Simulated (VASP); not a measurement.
# TiC (Fm-3m) in VASP: notebook

TiC is run at these levels: LDA; tasks: vibrations by perturbation theory.

Everything below comes from runs of VASP 6.6.1. Logs are shortened: lines on timing, memory, paths and dates and some standing lists are left out, and cuts for length are marked.

**1. The cell of the first run**

Symmetry: Fm-3m, No. 225, cubic system. The conventional cell has a = 4.233 Å, b = 4.233 Å, c = 4.233 Å, α = 90.00°, β = 90.00°, γ = 90.00°. Within 2.8 Å of Ti (site symmetry m-3m) lie 6 C at 2.12 Å. Within 2.8 Å of C (site symmetry m-3m) lie 6 Ti at 2.12 Å.

**2. Vibrations by perturbation theory, LDA (phonons at volume x 0.98)**

File INCAR:

```
PREC = Accurate
ENCUT = 520
EDIFF = 1E-8
ISMEAR = -1
SIGMA = 0.15
LREAL = F
LASPH = T
NELM = 100
ALGO = Normal
ISIF = 2
LWAVE = F
LCHARG = T
NBANDS = 15
IBRION = 8
NSW = 1
```

File KPOINTS:

```
Automatic mesh
0
Gamma
  16 16 16
```

File POSCAR:

```
TiC
1.0
    0.0000000000      2.1162966652      2.1162966652
    2.1162966652      0.0000000000      2.1162966652
    2.1162966652      2.1162966652      0.0000000000
Ti C
1 1
Direct
    0.0000000000      0.0000000000      0.0000000000
    0.5000000000      0.5000000000      0.5000000000
```

Potentials or basis: VASP PAW LDA potentials, release 64 (Ti_sv, C).

On the command line:

```sh
cat potpaw_LDA.64/Ti_sv/POTCAR potpaw_LDA.64/C/POTCAR > POTCAR
mpirun -np 1 vasp_std > vasp.out
```

OUTCAR:

```text
PREC = Accurate
   ENCUT = 520
   EDIFF = 1E-8
   ISMEAR = -1
   LREAL = F
   LASPH = T
   NELM = 100
   ISIF = 2
   IBRION = 8
   NSW = 1

 ion  position               nearest neighbor table
   1  0.000  0.000  0.000-   2 2.12   2 2.12   2 2.12   2 2.12   2 2.12   2 2.12
   2  0.500  0.500  0.500-   1 2.12   1 2.12   1 2.12   1 2.12   1 2.12   1 2.12

  LATTYP: Found a face centered cubic cell.
 ALAT       =     4.2325933304

  Lattice vectors:

 A1 = (   0.0000000000,   2.1162966652,   2.1162966652)
 A2 = (   2.1162966652,   0.0000000000,   2.1162966652)
 A3 = (   2.1162966652,   2.1162966652,   0.0000000000)

Analysis of symmetry for initial positions (statically):
=====================================================================
 Subroutine PRICEL returns:
 Original cell was already a primitive cell.

 Routine SETGRP: Setting up the symmetry group for a
 face centered cubic supercell.

 Subroutine GETGRP returns: Found 48 space group operations
 (whereof 48 operations were pure point group operations)
 out of a pool of 48 trial point group operations.

The static configuration has the point symmetry O_h .

Analysis of symmetry for dynamics (positions and initial velocities):
=====================================================================
 Subroutine PRICEL returns:
 Original cell was already a primitive cell.

 Routine SETGRP: Setting up the symmetry group for a
 face centered cubic supercell.

 Subroutine GETGRP returns: Found 48 space group operations
 (whereof 48 operations were pure point group operations)
 out of a pool of 48 trial point group operations.

The dynamic configuration has the point symmetry O_h .

 Subroutine INISYM returns: Found 48 space group operations
 (whereof 48 operations are pure point group operations),
 and found     1 'primitive' translations

----------------------------------------------------------------------------------------

                                     Primitive cell

  volume of cell :      18.9566

  direct lattice vectors                    reciprocal lattice vectors
     0.000000000  2.116296665  2.116296665    -0.236261772  0.236261772  0.236261772
     2.116296665  0.000000000  2.116296665     0.236261772 -0.236261772  0.236261772
     2.116296665  2.116296665  0.000000000     0.236261772  0.236261772 -0.236261772

  length of vectors
     2.992895446  2.992895446  2.992895446     0.409217393  0.409217393  0.409217393

  position of ions in fractional coordinates (direct lattice)
     0.000000000  0.000000000  0.000000000
     0.500000000  0.500000000  0.500000000

  ion indices of the primitive-cell ions
   primitive index   ion index
                 1           1
                 2           2

----------------------------------------------------------------------------------------

 KPOINTS: Automatic mesh

Automatic generation of k-mesh.
 Grid dimensions read from file:
 generate k-points for:   16   16   16

 Generating k-lattice:

  Cartesian coordinates                     Fractional coordinates (reciprocal lattice)
    -0.014766361  0.014766361  0.014766361     0.062500000  0.000000000  0.000000000
     0.014766361 -0.014766361  0.014766361     0.000000000  0.062500000  0.000000000
     0.014766361  0.014766361 -0.014766361     0.000000000  0.000000000  0.062500000

  Length of vectors
     0.025576087  0.025576087  0.025576087

  Shift w.r.t. Gamma in fractional coordinates (k-lattice)
     0.000000000  0.000000000  0.000000000

 Subroutine IBZKPT returns following result:
 ===========================================

 Found    145 irreducible k-points:

 Following reciprocal coordinates:
            Coordinates               Weight
  0.000000  0.000000  0.000000      1.000000
  0.062500  0.000000  0.000000      8.000000
  0.125000  0.000000  0.000000      8.000000
  0.187500  0.000000  0.000000      8.000000
  0.250000  0.000000  0.000000      8.000000
  0.312500  0.000000  0.000000      8.000000
[... 16 lines left out ...]
 -0.125000  0.062500  0.000000     24.000000
 -0.062500  0.062500  0.000000     12.000000
 [... further k-points ...]
   k-points           NKPTS =    145   k-points in BZ     NKDIM =    145   number of bands    NBANDS=     15
   number of dos      NEDOS =    301   number of ions     NIONS =      2
   total plane-waves  NPLWV =  13824
   dimension x,y,z NGX =    24 NGY =   24 NGZ =   24
   dimension x,y,z NGXF=    48 NGYF=   48 NGZF=   48
   ions per type =               1   1
   NGX,Y,Z   is equivalent  to a cutoff of  13.33, 13.33, 13.33 a.u.
   NGXF,Y,Z  is equivalent  to a cutoff of  26.66, 26.66, 26.66 a.u.
 SYSTEM =  unknown system
   PREC   = accura    normal or accurate (medium, high low for compatibility)
   ISTART =      0    job   : 0-new  1-cont  2-samecut
   ICHARG =      2    charge: 1-file 2-atom 10-const
   ISPIN  =      1    spin polarized calculation?
   LNONCOLLINEAR =      F non collinear calculations
   LSORBIT =      F    spin-orbit coupling
   LASPH  =      T    aspherical Exc in radial PAW
   ENCUT  =  520.0 eV  38.22 Ry    6.18 a.u.   5.56  5.56  5.56*2*pi/ulx,y,z
   NELM   =    100;   NELMIN=  2; NELMDL= -5     # of ELM steps
   EDIFF  = 0.1E-07   stopping-criterion for ELM
   LREAL  =      F    real-space projection
   EDIFFG = 0.1E-06   stopping-criterion for IOM
   NSW    =      1    number of steps for IOM
   IBRION =      8    ionic relax: 0-MD 1-quasi-New 2-CG
   NFREE  =      0    steps in history (QN), initial steepest desc. (CG)
   ISIF   =      2    stress and relaxation
   ISYM   =      2    0-nonsym 1-usesym 2-fastsym
   POTIM  = 0.5000    time-step for ionic-motion
   TEBEG  =    0.0;   TEEND  =   0.0 temperature during run
   PSTRESS=    0.0 pullay stress
   NELECT =      16.0000    total number of electrons
   NUPDOWN=      -1.0000    fix difference up-down
   EMIN   =  10.00;   EMAX   =-10.00  energy-range for DOS
   EFERMI =   0.00;   METHOD = LEGACY
   ISMEAR =    -1;   SIGMA  =   0.15  broadening in eV -4-tet -1-fermi 0-gaus
   EFERMI_NEDOS =   21; number of points for ismear=-14 and -15
   IALGO  =     38    algorithm
   IMIX   =      4    mixing-type and parameters
     AMIX     =   0.40;   BMIX     =  1.00
     AMIX_MAG =   1.60;   BMIX_MAG =  1.00
  volume/ion in A,a.u.               =       9.48        63.96
  Fermi-wavevector in a.u.,A,eV,Ry     =   1.547135  2.923662 32.567279  2.393627
  Thomas-Fermi vector in A             =   2.652272
   LORBIT       =      0    0 simple, 1 ext, 2 COOP (PROOUT), +10 PAW based schemes
   GGA     = CA    functional components
   LHFCALC =     F    Hartree Fock is set to
   AEXX    =    0.0000 exact exchange contribution
   IVDW    =     0    specifies the selected vdW correction
   LEPSILON=     F    determine dielectric tensor
   LRPA    =     F    only Hartree local field effects (RPA)
 non-spin polarized calculation
  energy-cutoff  :      520.00
  volume of cell :       18.96
 maximum number of plane-waves:       531
 NGX is ok and might be reduce to    24
   NGX = 11   NGY = 11   NGZ = 11

--------------------------------------- Ionic step        1  -------------------------------------------

 number of electron      16.0000001 magnetization

 Free energy of the ion-electron system (eV)
  ---------------------------------------------------
  ext. energy  EPLUGINS =         0.00000000
  ---------------------------------------------------
  free energy    TOTEN  =       -20.54121156 eV

  energy without entropy =      -20.51716717  energy(sigma->0) =      -20.52918936

 E-fermi :  10.0609     XC(G=0): -13.3361

 val. band max:       10.0497403684   @ k =   0.4375   0.4375   0.0000
 cond. band min:      10.1307401082   @ k =   0.5000   0.5000   0.0000
 fundamental gap:      0.0809997398
 Fermi energy:        10.0609282479

 k-point     1 :       0.0000    0.0000    0.0000
  band No.  band energies     occupation
      1     -45.6074      2.00000
      2     -21.9693      2.00000
      3     -21.9693      2.00000
      4     -21.9693      2.00000
      5      -2.4491      2.00000
      6      10.7280      0.02315
      7      10.7280      0.02315
      8      10.7280      0.02315
      9      11.8510      0.00001
     10      11.8510      0.00001
     11      11.8510      0.00001
     12      11.9373      0.00001
     13      11.9373      0.00001
     14      21.7329      0.00000
[... 401 lines left out ...]
      2     -22.0323      2.00000
      3     -21.9865      2.00000
      4     -21.9706      2.00000
      5      -2.1924      2.00000
      6       9.8186      1.66836
      7       9.9766      1.27378
      8      10.0293      1.10489
      9      10.8502      0.01032
     10      11.5266      0.00011
     11      12.4703      0.00000
     12      13.1335      0.00000
     13      14.0467      0.00000
     14      22.1011      0.00000
     15      24.5663      0.00000

 [... further k-points ...]
[... 5 lines left out ...]
  --------------------------------------------------------------------------------------
  -------------------------------------------------------------------------------------
  Total        0.7884629      0.7884629      0.7884629      0.0000000      0.0000000     -0.0000000
  in kB       66.6395747     66.6395747     66.6395747      0.0000000      0.0000000     -0.0000000
  external PRESSURE =      66.6395747 kB  Pullay stress =       0.0000000 kB

 VOLUME and BASIS-vectors are now :
 -----------------------------------------------------------------------------
  energy-cutoff  :      520.00
  volume of cell :       18.96
      direct lattice vectors                 reciprocal lattice vectors
     0.000000000  2.116296665  2.116296665    -0.236261772  0.236261772  0.236261772
     2.116296665  0.000000000  2.116296665     0.236261772 -0.236261772  0.236261772
     2.116296665  2.116296665  0.000000000     0.236261772  0.236261772 -0.236261772

 POSITION                                       TOTAL-FORCE (eV/Angst)
 -----------------------------------------------------------------------------------
      0.00000      0.00000      0.00000        -0.000000     -0.000000     -0.000000
      2.11630      2.11630      2.11630         0.000000      0.000000      0.000000
 -----------------------------------------------------------------------------------
    total drift:                                0.000000     -0.000000     -0.000000

  FREE ENERGIE OF THE ION-ELECTRON SYSTEM (eV)
  ---------------------------------------------------
  free  energy   TOTEN  =       -20.5412115610 eV

  energy  without entropy=      -20.5171671673  energy(sigma->0) =      -20.52918936

[... ionic steps 2 to 3 ...]

--------------------------------------- Ionic step        4  -------------------------------------------

------------------------ aborting loop because EDIFF is reached ----------------------------------------

[... ionic steps 5 to 6 ...]

--------------------------------------- Ionic step        7  -------------------------------------------

 Free energy of the ion-electron system (eV)
  ---------------------------------------------------
  ---------------------------------------------------
  free energy    TOTEN  =        -0.11826758 eV

  energy without entropy =       -0.11826758

------------------------ aborting loop because EDIFF is reached ----------------------------------------

 INTERNAL STRAIN TENSOR  FOR ION    2  DIRECTION 1   (eV/Angst):
 -----------------------------------------------------------------------------
    -0.00898 -0.00000 -0.00000
    -0.00000  0.00323  0.00000
    -0.00000  0.00000  0.00323

 INTERNAL STRAIN TENSOR FOR ION    2 for displacements in x,y,z  (eV/Angst):
          X           Y           Z          XY          YZ          ZX
  --------------------------------------------------------------------------------
  x     0.00000     0.00000     0.00000     0.00000     0.00000     0.00000
  y     0.00000     0.00000     0.00000     0.00000     0.00000     0.00000
  z     0.00000     0.00000     0.00000     0.00000     0.00000     0.00000

 SECOND DERIVATIVES (NOT SYMMETRIZED)
 ------------------------------------
               1X          1Y          1Z          2X          2Y          2Z
  1X   -11.749454    0.000000    0.000000   11.749454    0.000000    0.000000
  1Y     0.000000  -11.749454    0.000000    0.000000   11.749454    0.000000
  1Z     0.000000    0.000000  -11.749454    0.000000    0.000000   11.749454
  2X    11.716587    0.000000    0.000000  -11.716587    0.000000    0.000000
  2Y     0.000000   11.716587    0.000000    0.000000  -11.716587    0.000000
  2Z     0.000000    0.000000   11.716587    0.000000    0.000000  -11.716587

 Eigenvectors and eigenvalues of the dynamical matrix
 ----------------------------------------------------

   1 f  =   17.273789 THz   108.534418 2PiTHz  576.191585 cm-1    71.438620 meV
             X         Y         Z           dx          dy          dz
      0.000000  0.000000  0.000000    -0.000000    0.448327    0.000000
      2.116297  2.116297  2.116297     0.000000   -0.893869    0.000000
[... 21 lines left out ...]
   6 f/i=    0.009695 THz     0.060919 2PiTHz    0.323407 cm-1     0.040097 meV
             X         Y         Z           dx          dy          dz
      0.000000  0.000000  0.000000    -0.064987   -0.340753   -0.823812
      2.116297  2.116297  2.116297    -0.032595   -0.170908   -0.413189

--------------------------------------------------------------------------------------------------------

 ELASTIC MODULI CONTR FROM IONIC RELAXATION (kBar)
 Direction    XX          YY          ZZ          XY          YZ          ZX
 --------------------------------------------------------------------------------
 XX           0.0000      0.0000      0.0000      0.0000      0.0000      0.0000
 YY           0.0000      0.0000      0.0000      0.0000      0.0000      0.0000
 ZZ           0.0000      0.0000      0.0000      0.0000      0.0000      0.0000
 XY           0.0000      0.0000      0.0000      0.0000      0.0000      0.0000
 YZ           0.0000      0.0000      0.0000      0.0000      0.0000      0.0000
 ZX           0.0000      0.0000      0.0000      0.0000      0.0000      0.0000
 --------------------------------------------------------------------------------
```

Run time: 2.4 min. Hardware: 1 thread of Intel Xeon 6975P-C (Granite Rapids), shared host; peak memory 0.35 GiB.

What came out:

```
Highest phonon frequency at Γ, LO-TO splitting left out : 576 cm⁻¹
```

Phonon frequencies in cm⁻¹ (negative: imaginary):
```csv
q point,frequencies
"(0.000, 0.000, 0.000)",0 0 0 576 576 576
```

Caveat: the cell differs from its parent crystal (phonons at volume x 0.98); the cell wasn't relaxed at this level first, which shifts response properties.

[end of part 1 of 2]
